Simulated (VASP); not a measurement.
A run of VASP 6.6.1 is set up as follows.

File INCAR:

```
ALGO = Normal ; DIPOL = 0.5 0.5 0.500
EDIFF = 1E-6 ; ENCUT = 520
GGA = PE ; IDIPOL = 3
ISIF = 2 ; ISMEAR = -1
LASPH = True ; LCHARG = False
LDIPOL = True ; LREAL = False
LWAVE = False ; NBANDS = 44
NELM = 60 ; PREC = Accurate
SIGMA = 0.08
```

The input KPOINTS:

```
k-points
0
Gamma
  12 12 1
```

File POSCAR:

```
Ta5W
1.0
    3.3195547167      0.0000000000      0.0000000000
    0.0000000000      3.3195547167      0.0000000000
    0.0000000000      0.0000000000     24.2989000000
Ta W
5 1
Direct
    0.2500000000      0.2500000000      0.3367527524
    0.7500000000      0.7500000000      0.3967757330
    0.7500000000      0.7500000000      0.5356042204
    0.2500000000      0.2500000000      0.6032242507
    0.7500000000      0.7500000000      0.6632472199
    0.2500000000      0.2500000000      0.4643958235
```

Potentials or basis: VASP PAW PBE potentials, release 64 (Ta_pv, W_sv).

Command:

```sh
$ cat potpaw_PBE.64/Ta_pv/POTCAR potpaw_PBE.64/W_sv/POTCAR > POTCAR
$ mpirun -np 1 vasp_std > vasp.out
```

Task: Predict the largest force.

Result: 1.341 eV/Å.

Task: Predict the band gap on the k mesh.

Result: Zero (an odd number of electrons rules out a gap without spin polarisation).

Forces on the atoms (eV/Å):
```
Ta   0.000  0.000 -0.252
Ta   0.000  0.000  1.341
Ta   0.000  0.000 -0.916
Ta   0.000  0.000 -0.155
Ta   0.000  0.000  0.056
W    0.000  0.000 -0.074
```

Caveat: spin-orbit coupling is left out, which moves the levels of the heavy elements.
